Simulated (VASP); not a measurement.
Here is a VASP 6.6.1 calculation.

INCAR

```
SYSTEM = Hf7O16
PREC = Accurate
ENCUT = 520
EDIFF = 1E-7
ISMEAR = 0
SIGMA = 0.05
LREAL = Auto
LASPH = .TRUE.
NELM = 80
ALGO = Normal
ISIF = 2
LWAVE = .FALSE.
LCHARG = .FALSE.
GGA = PE
NBANDS = 100
NELECT = 170.0
```

KPOINTS

```
regular mesh
0
G
  4 4 4
  0 0 0
```

Contents of POSCAR:

```
Hf7O16
1.0
    0.0000000000     -7.2086095570      0.0000000000
   -7.2086095570      0.0000000000      0.0000000000
    3.6043047785      3.6043047785     -5.2639672250
Hf O
7 16
Direct
    0.2058096404     -0.0441903596      0.4116192807
    0.0112210185      0.5009751360      0.5019502720
    0.4907292535      0.5009751360      0.5019502720
    0.5034018098      0.5145918140      0.0068036196
   -0.0150862485      0.4568911524     -0.0301724971
    0.5034018098     -0.0077881944      0.0068036196
   -0.0150862485      0.0129363505     -0.0301724971
    0.9738961954      0.1498110347      0.3340616432
    0.3601654478      0.1498110347      0.3340616432
    0.9738961954      0.6842506084      0.3340616432
    0.3601654478      0.6842506084      0.3340616432
    0.0234329226      0.7734329226      0.0468658452
    0.5949921418      0.8449921418      0.1899842836
    0.1056365842      0.3556365842      0.2112731684
    0.6005081667      0.3505081667      0.2010163333
    0.3859448550      0.1359448550      0.7718897100
    0.8687914635      0.1187914635      0.7375829270
    0.3496954454      0.5996954454      0.6993908908
    0.8129112986      0.5629112986      0.6258225971
    0.1698662613      0.4494848042      0.8277864005
    0.6579201392      0.4494848042      0.8277864005
    0.1698662613      0.8783015963      0.8277864005
    0.6579201392      0.8783015963      0.8277864005
```

Potentials or basis: VASP PAW PBE potentials, release 64 (Hf_pv, O).

The run is started by

```bash
$ cat potpaw_PBE.64/Hf_pv/POTCAR potpaw_PBE.64/O/POTCAR > POTCAR
$ mpirun -np 1 vasp_std > vasp.out
```

Question: What does it give for the largest force?

Answer: 0.178 eV/Å.

Forces on the atoms (eV/Å):
```
Hf   0.000  0.000  0.118
Hf   0.000 -0.062 -0.090
Hf   0.000  0.062 -0.090
Hf  -0.052  0.000  0.103
Hf  -0.057  0.000  0.010
Hf   0.052  0.000  0.103
Hf   0.057  0.000  0.010
O   -0.042 -0.055 -0.005
O   -0.042  0.055 -0.005
O    0.042 -0.055 -0.005
O    0.042  0.055 -0.005
O    0.000  0.000 -0.129
O    0.000  0.000  0.142
O    0.000  0.000  0.048
O    0.000  0.000  0.031
O    0.000  0.000  0.047
O    0.000  0.000 -0.178
O    0.000  0.000  0.060
O    0.000  0.000  0.067
O    0.000 -0.003 -0.057
O    0.000  0.003 -0.057
O    0.000 -0.003 -0.057
O    0.000  0.003 -0.057
```

Caveat: the cell carries a net charge on a neutralising background, which shifts energy and pressure; the cell differs from its parent crystal (atoms taken out, then relaxed in part).
